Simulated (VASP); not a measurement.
# HfN (Pm-3m) in VASP: a series of runs, part 2 of 2

VASP 6.6.1.

**3. Single point, HSE06**

This run uses another cell than the first one, of 10.97 Å³/atom, 1.023 times its volume.

The input, POSCAR:

```
HfN
1.0
    2.7992709288      0.0000000000      0.0000000000
    0.0000000000      2.7992709288      0.0000000000
    0.0000000000      0.0000000000      2.7992709288
Hf N
1 1
Direct
    0.5000000000      0.5000000000      0.5000000000
    0.0000000000      0.0000000000      0.0000000000
```

The input, INCAR.step1:

```
PREC = Accurate ; ENCUT = 520
EDIFF = 1E-5 ; ISMEAR = -1
SIGMA = 0.05 ; LREAL = F
LASPH = T ; NELM = 100
ALGO = Normal ; ISIF = 2
LWAVE = T ; NBANDS = 14
GGA = PE
```

The input, INCAR.step2:

```
PREC = Accurate ; ENCUT = 520
EDIFF = 1E-6 ; ISMEAR = -1
SIGMA = 0.05 ; LREAL = F
LASPH = T ; NELM = 100
ALGO = Normal ; ISIF = 2
LWAVE = F ; LCHARG = T
GGA = PE ; LHFCALC = T
HFSCREEN = 0.2079 ; PRECFOCK = Normal
LELF = T ; LVHAR = T
NBANDS = 14 ; ISTART = 1
```

The input, KPOINTS:

```
regular mesh
0
Gamma
  5 5 5
```

Potentials or basis: VASP PAW PBE potentials, release 64 (Hf_pv, N).

Launch:

```console
$ cat potpaw_PBE.64/Hf_pv/POTCAR potpaw_PBE.64/N/POTCAR > POTCAR
$ cp INCAR.step1 INCAR
$ mpirun -np 1 vasp_std > vasp.out
$ cp INCAR.step2 INCAR
$ mpirun -np 1 vasp_std > vasp.out
```

OUTCAR:

```text
PREC = Accurate
   ENCUT = 520
   EDIFF = 1E-6
   ISMEAR = -1
   LREAL = F
   LASPH = T
   NELM = 100
   ISIF = 2
   GGA = PE
   LHFCALC = T
   HFSCREEN = 0.2079
   PRECFOCK = Normal
   ISTART = 1

 ion  position               nearest neighbor table
   1  0.500  0.500  0.500-   2 2.42   2 2.42   2 2.42   2 2.42   2 2.42   2 2.42   2 2.42   2 2.42

   2  0.000  0.000  0.000-   1 2.42   1 2.42   1 2.42   1 2.42   1 2.42   1 2.42   1 2.42   1 2.42

  LATTYP: Found a simple cubic cell.
 ALAT       =     2.7992709288

  Lattice vectors:

 A1 = (   2.7992709288,   0.0000000000,   0.0000000000)
 A2 = (   0.0000000000,   2.7992709288,   0.0000000000)
 A3 = (   0.0000000000,   0.0000000000,   2.7992709288)

Analysis of symmetry for initial positions (statically):
=====================================================================
 Subroutine PRICEL returns:
 Original cell was already a primitive cell.

 Routine SETGRP: Setting up the symmetry group for a
 simple cubic supercell.

 Subroutine GETGRP returns: Found 48 space group operations
 (whereof 48 operations were pure point group operations)
 out of a pool of 48 trial point group operations.

The static configuration has the point symmetry O_h .

Analysis of symmetry for dynamics (positions and initial velocities):
=====================================================================
 Subroutine PRICEL returns:
 Original cell was already a primitive cell.

 Routine SETGRP: Setting up the symmetry group for a
 simple cubic supercell.

 Subroutine GETGRP returns: Found 48 space group operations
 (whereof 48 operations were pure point group operations)
 out of a pool of 48 trial point group operations.

The dynamic configuration has the point symmetry O_h .

 Subroutine INISYM returns: Found 48 space group operations
 (whereof 48 operations are pure point group operations),
 and found     1 'primitive' translations

----------------------------------------------------------------------------------------

                                     Primitive cell

  volume of cell :      21.9349

  direct lattice vectors                    reciprocal lattice vectors
     2.799270929  0.000000000  0.000000000     0.357235875  0.000000000  0.000000000
     0.000000000  2.799270929  0.000000000     0.000000000  0.357235875  0.000000000
     0.000000000  0.000000000  2.799270929     0.000000000  0.000000000  0.357235875

  length of vectors
     2.799270929  2.799270929  2.799270929     0.357235875  0.357235875  0.357235875

  position of ions in fractional coordinates (direct lattice)
     0.500000000  0.500000000  0.500000000
     0.000000000  0.000000000  0.000000000

  ion indices of the primitive-cell ions
   primitive index   ion index
                 1           1
                 2           2

----------------------------------------------------------------------------------------

 KPOINTS: regular mesh

Automatic generation of k-mesh.
 Grid dimensions read from file:
 generate k-points for:    5    5    5

 Generating k-lattice:

[... 33 lines left out ...]
   ions per type =               1   1
   NGX,Y,Z   is equivalent  to a cutoff of  14.25, 14.25, 14.25 a.u.
   NGXF,Y,Z  is equivalent  to a cutoff of  28.51, 28.51, 28.51 a.u.
 SYSTEM =  unknown system
   PREC   = accura    normal or accurate (medium, high low for compatibility)
   ISTART =      1    job   : 0-new  1-cont  2-samecut
   ICHARG =      0    charge: 1-file 2-atom 10-const
   ISPIN  =      1    spin polarized calculation?
   LNONCOLLINEAR =      F non collinear calculations
   LSORBIT =      F    spin-orbit coupling
   LASPH  =      T    aspherical Exc in radial PAW
   ENCUT  =  520.0 eV  38.22 Ry    6.18 a.u.   5.20  5.20  5.20*2*pi/ulx,y,z
   NELM   =    100;   NELMIN=  2; NELMDL=  0     # of ELM steps
   EDIFF  = 0.1E-05   stopping-criterion for ELM
   LREAL  =      F    real-space projection
   EDIFFG = 0.1E-04   stopping-criterion for IOM
   NSW    =      0    number of steps for IOM
   IBRION =     -1    ionic relax: 0-MD 1-quasi-New 2-CG
   NFREE  =      0    steps in history (QN), initial steepest desc. (CG)
   ISIF   =      2    stress and relaxation
   ISYM   =      3    0-nonsym 1-usesym 2-fastsym
   POTIM  = 0.5000    time-step for ionic-motion
   TEBEG  =    0.0;   TEEND  =   0.0 temperature during run
   PSTRESS=    0.0 pullay stress
   NELECT =      15.0000    total number of electrons
   NUPDOWN=      -1.0000    fix difference up-down
   EMIN   =  10.00;   EMAX   =-10.00  energy-range for DOS
   EFERMI =   0.00;   METHOD = LEGACY
   ISMEAR =    -1;   SIGMA  =   0.05  broadening in eV -4-tet -1-fermi 0-gaus
   EFERMI_NEDOS =   21; number of points for ismear=-14 and -15
   IALGO  =     38    algorithm
   IMIX   =      1    mixing-type and parameters
     AMIX     =   0.40;   BMIX     =  1.00
     AMIX_MAG =   1.60;   BMIX_MAG =  1.00
  volume/ion in A,a.u.               =      10.97        74.01
  Fermi-wavevector in a.u.,A,eV,Ry     =   1.442316  2.725581 28.303852  2.080274
  Thomas-Fermi vector in A             =   2.560849
   LORBIT       =      0    0 simple, 1 ext, 2 COOP (PROOUT), +10 PAW based schemes
   GGA     = PE    functional components
   LHFCALC =     T    Hartree Fock is set to
   PRECFOCK=normal    Normal, Fast or Accurate (Low or Medium for compatibility)
   ENCUT4O =  -1.0   cutoff for four orbital integrals eV
   NKREDX  =     1    reduce k-point grid by
   NKREDY  =     1    reduce k-point grid by
   NKREDZ  =     1    reduce k-point grid by
   AEXX    =    0.2500 exact exchange contribution
   HFSCREEN=    0.2079 screening length (either q_TF or 0.3 A-1)
   HFSCREENC=   0.2079 screening length for correlation (either q_TF or 0.3 A-1)
   ENCUTFOCK=  -1.0 apply spherical cutoff to Coloumb kernel
   IVDW    =     0    specifies the selected vdW correction
   LEPSILON=     F    determine dielectric tensor
   LRPA    =     F    only Hartree local field effects (RPA)
 non-spin polarized calculation
  energy-cutoff  :      520.00
  volume of cell :       21.93
 maximum number of plane-waves:       619
 NGX is ok and might be reduce to    24
  NGX = 16; NGY = 16; NGZ = 16

 number of electron      15.0000004 magnetization

 Free energy of the ion-electron system (eV)
  ---------------------------------------------------
  ext. energy  EPLUGINS =         0.00000000
  ---------------------------------------------------
  free energy    TOTEN  =       -23.19277653 eV

  energy without entropy =      -23.19133855  energy(sigma->0) =      -23.19205754

 E-fermi :   8.1797     XC(G=0): -10.6818

 val. band max:        7.0943470447   @ k =   0.4000   0.2000   0.0000
 cond. band min:       8.3009544653   @ k =   0.2000   0.0000   0.0000
 fundamental gap:      1.2066074206
 Fermi energy:         8.1796908678

 k-point     1 :       0.0000    0.0000    0.0000
  band No.  band energies     occupation
      1     -24.8745      2.00000
      2     -24.8745      2.00000
      3     -24.8745      2.00000
      4     -10.8965      2.00000
      5       4.7713      2.00000
      6       4.7713      2.00000
      7       5.9329      2.00000
      8       5.9329      2.00000
      9       5.9329      2.00000
     10      12.0418      0.00000
     11      14.9424      0.00000
     12      14.9424      0.00000
     13      14.9424      0.00000
     14      21.9754      0.00000
[... 139 lines left out ...]
      1     -25.8529      2.00000
      2     -25.8145      2.00000
      3     -25.8145      2.00000
      4      -7.5907      2.00000
      5       0.0507      2.00000
      6       0.0507      2.00000
      7       1.1868      2.00000
      8      13.4524      0.00000
      9      14.2336      0.00000
     10      14.2336      0.00000
     11      16.6368      0.00000
     12      16.6368      0.00000
     13      18.5816      0.00000
     14      21.9779      0.00000

------------------------ aborting loop because EDIFF is reached ----------------------------------------

  FORCE on cell =-STRESS in cart. coord.  units (eV):
  Direction    XX          YY          ZZ          XY          YZ          ZX
  --------------------------------------------------------------------------------------
  -------------------------------------------------------------------------------------
  Total       -0.6404674     -0.6404674     -0.6404674      0.0000000     -0.0000000     -0.0000000
  in kB      -46.7813576    -46.7813576    -46.7813576      0.0000000     -0.0000000     -0.0000000
  external PRESSURE =     -46.7813576 kB  Pullay stress =       0.0000000 kB

 VOLUME and BASIS-vectors are now :
 -----------------------------------------------------------------------------
  energy-cutoff  :      520.00
  volume of cell :       21.93
      direct lattice vectors                 reciprocal lattice vectors
     2.799270929  0.000000000  0.000000000     0.357235875  0.000000000  0.000000000
     0.000000000  2.799270929  0.000000000     0.000000000  0.357235875  0.000000000
     0.000000000  0.000000000  2.799270929     0.000000000  0.000000000  0.357235875

 POSITION                                       TOTAL-FORCE (eV/Angst)
 -----------------------------------------------------------------------------------
      1.39964      1.39964      1.39964         0.000000      0.000000      0.000000
      0.00000      0.00000      0.00000         0.000000      0.000000      0.000000
 -----------------------------------------------------------------------------------
    total drift:                                0.000002     -0.000001     -0.000000

  FREE ENERGIE OF THE ION-ELECTRON SYSTEM (eV)
  ---------------------------------------------------
  free  energy   TOTEN  =       -23.1927765328 eV

  energy  without entropy=      -23.1913385516  energy(sigma->0) =      -23.19205754
```

Run time: 3.3 min. Hardware: 1 thread of Intel Xeon Platinum 8375C at 2.90GHz (Ice Lake), shared host; peak memory 0.25 GiB.

What came out:

| Quantity | Value |
| --- | --- |
| Free energy | -23.1928 eV |
| Pressure | -4.7 GPa |

Caveat: the k points lie up to 0.45 Å⁻¹ apart; the PAW data sets were made with another functional, which shifts forces and pressure a little; spin-orbit coupling is left out, which moves the levels of the heavy elements.

**4. Single point, PBE0**

This run uses another cell than the first one, of 10.60 Å³/atom, 0.988 times its volume.

The input, POSCAR:

```
HfN
1.0
    2.7673601447      0.0000000000      0.0000000000
    0.0000000000      2.7673601447      0.0000000000
    0.0000000000      0.0000000000      2.7673601447
Hf N
1 1
Direct
    0.5000000000      0.5000000000      0.5000000000
    0.0000000000      0.0000000000      0.0000000000
```

The input, INCAR.step1:

```
SYSTEM = HfN
ALGO = Normal
EDIFF = 1E-5
ENCUT = 520
GGA = PE
ISIF = 2
ISMEAR = -1
LASPH = .True.
LCHARG = .False.
LREAL = .False.
LWAVE = .True.
NBANDS = 14
NELM = 60
PREC = Accurate
SIGMA = 0.05
```

The input, INCAR.step2:

```
SYSTEM = HfN
AEXX = 0.25
ALGO = Normal
EDIFF = 1E-6
ENCUT = 520
GGA = PE
ISIF = 2
ISMEAR = -1
ISTART = 1
LASPH = .True.
LCHARG = .False.
LHFCALC = .True.
LREAL = .False.
LWAVE = .False.
NBANDS = 14
NELM = 60
PREC = Accurate
PRECFOCK = Normal
SIGMA = 0.05
```

The input, KPOINTS:

```
k-points
0
Gamma
  5 5 5
  0 0 0
```

Launch:

```console
$ cat potpaw_PBE.64/Hf_pv/POTCAR potpaw_PBE.64/N/POTCAR > POTCAR
$ cp INCAR.step1 INCAR
$ mpirun -np 1 vasp_std > vasp.out
$ cp INCAR.step2 INCAR
$ mpirun -np 1 vasp_std > vasp.out
```

It used 850 s of CPU time on 1 thread of AMD EPYC 7R13 Processor (Zen 3) (shared host).

It converged, with:

| Property | Result |
| --- | --- |
| Free energy | -24.8377 eV |
| Pressure | 4.6 GPa |

Levels at points of the mesh, in eV from the Fermi level:
| k point | band 6 | band 7 | band 8 | band 9 | band 10 | band 11 |
| --- | --- | --- | --- | --- | --- | --- |
| (0.00, 0.00, 0.00) | -4.23 | -2.95 | -2.95 | -2.95 | 4.45 | 7.11 |

Caveat: the k points lie up to 0.45 Å⁻¹ apart; the PAW data sets were made with another functional, which shifts forces and pressure a little; spin-orbit coupling is left out, which moves the levels of the heavy elements.

**5. Overview**

```csv
level,cell,share of exact exchange,screening parameter,gap on the mesh (eV),pressure (GPa)
PBEsol-based screened hybrid,"a = 2.778 Å, 2 atoms",0.25,0.207 1/Å,none,-4.7
HSE06,"a = 2.799 Å, 2 atoms",-,0.2079 1/Å,none,-4.7
PBE0,"a = 2.767 Å, 2 atoms",-,-,none,4.6
```

Alike in all rows: task single point; potentials or basis VASP PAW PBE potentials, release 64 (Hf_pv, N); no spin polarisation; k mesh 5 × 5 × 5; cutoff (eV) 520; smearing fermi-dirac 0.05 eV.

Caveats: all runs use coarse meshes; the PAW data sets were made with another functional, which shifts forces and pressure a little; spin-orbit coupling is left out, which moves the levels of the heavy elements.

Total energies depend on the potentials used, so only differences within one code and one set of settings carry meaning.
